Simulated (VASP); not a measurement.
Set up this calculation in VASP 6.6.1, as the native input.

| Quantity | Value |
| --- | --- |
| Task | single point |
| Functional | PBE |
| Dispersion | D3(BJ) |
| Potentials or basis | VASP PAW PBE potentials, release 64 (Ge_d, F) |
| Cutoff | 520 eV |
| k mesh | 7 × 7 × 1 |
| Occupations | gaussian, width 0.1 eV |
| Spin | no spin polarisation |
| Dipole correction | yes |
| Further INCAR settings | ALGO = Normal; EDIFF = 1e-06; NBANDS = 40 |

The structure of Ge4F lies in POSCAR:

```
Ge4F
1.0
    4.0303587907      0.0000000000      0.0000000000
    0.0000000000      4.0303587907      0.0000000000
    0.0000000000      0.0000000000     21.6416627718
Ge F
4 1
Direct
    0.0000000000      0.5000000000      0.1848286817
    0.0000000000      0.0000000000      0.2506714513
    0.5000000000      0.0000000000      0.3196569899
    0.5000000000      0.5000000000      0.3854446333
    0.6250000000      0.5000000000      0.5379282957
```

The input as run:

INCAR

```
SYSTEM = Ge4F
PREC     = Accurate       ! precision mode
ENCUT    = 520            ! plane-wave cutoff, eV
EDIFF    = 1E-6           ! SCF threshold, eV
ISMEAR   = 0              ! smearing method
SIGMA    = 0.1            ! smearing width, eV
LREAL    = .FALSE.        ! projectors in reciprocal space
LASPH    = .TRUE.         ! aspherical terms in the spheres
NELM     = 80             ! most SCF steps
ALGO     = Normal         ! electronic algorithm
ISIF     = 2              ! what is computed and relaxed
LWAVE    = .FALSE.        ! write WAVECAR
LCHARG   = .TRUE.         ! write CHGCAR
LDIPOL   = .TRUE.       
IDIPOL   = 3            
DIPOL    = 0.5 0.5 0.336
GGA      = PE             ! functional
IVDW     = 12             ! dispersion correction
LELF     = .TRUE.         ! ELF
LVHAR    = .TRUE.       
LVACPOTAV= .TRUE.       
NBANDS   = 40             ! bands
```

KPOINTS

```
regular mesh
0
G
  7 7 1
  0 0 0
```

Potentials or basis: VASP PAW PBE potentials, release 64 (Ge_d, F).

Launch:

```bash
$ cat potpaw_PBE.64/Ge_d/POTCAR potpaw_PBE.64/F/POTCAR > POTCAR
$ mpirun -np 1 vasp_std > vasp.out
```

It gave:

| Item | Value |
| --- | --- |
| Largest force | 0.934 eV/Å |
| Dispersion energy per atom | -0.176 eV |

Caveat: an odd number of electrons without spin polarisation forces a metal; a magnetic or distorted state may lie lower.

Run time: 11 min on 1 thread of AMD EPYC 7R13 (shared host), peak memory 0.46 GiB.
